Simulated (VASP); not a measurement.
Input of a VASP 6.6.1 run:

File INCAR:

```
SYSTEM = PbSe
ALGO     = Normal         ! electronic algorithm
EDIFF    = 1E-8           ! SCF threshold, eV
ENCUT    = 520            ! plane-wave cutoff, eV
GGA      = PE             ! functional
ISIF     = 2              ! what is computed and relaxed
ISMEAR   = -1             ! smearing method
LASPH    = .True.         ! aspherical terms in the spheres
LCHARG   = .False.        ! write CHGCAR
LEFG     = .True.       
LREAL    = .False.        ! projectors in reciprocal space
LWAVE    = .False.        ! write WAVECAR
NBANDS   = 17             ! bands
NELM     = 100            ! most SCF steps
PREC     = Accurate       ! precision mode
SIGMA    = 0.01           ! smearing width, eV
```

The input KPOINTS:

```
k-points
0
Gamma
  9 9 9
  0 0 0
```

File POSCAR:

```
PbSe
1.0
    0.0000000000      3.0621500000      3.0621500000
    3.0621500000      0.0000000000      3.0621500000
    3.0621500000      3.0621500000      0.0000000000
Pb Se
1 1
Direct
    0.0000000000      0.0000000000      0.0000000000
    0.5000000000      0.5000000000      0.5000000000
```

Potentials or basis: VASP PAW PBE potentials, release 64 (Pb_d, Se).

Run with:

```bash
$ cat potpaw_PBE.64/Pb_d/POTCAR potpaw_PBE.64/Se/POTCAR > POTCAR
$ mpirun -np 1 vasp_std > vasp.out
```

Estimate the pressure.

2.3 GPa.

Caveat: without QUAD_EFG the Cq values of the log hold for a quadrupole moment of 1 mb, not for the nuclei.
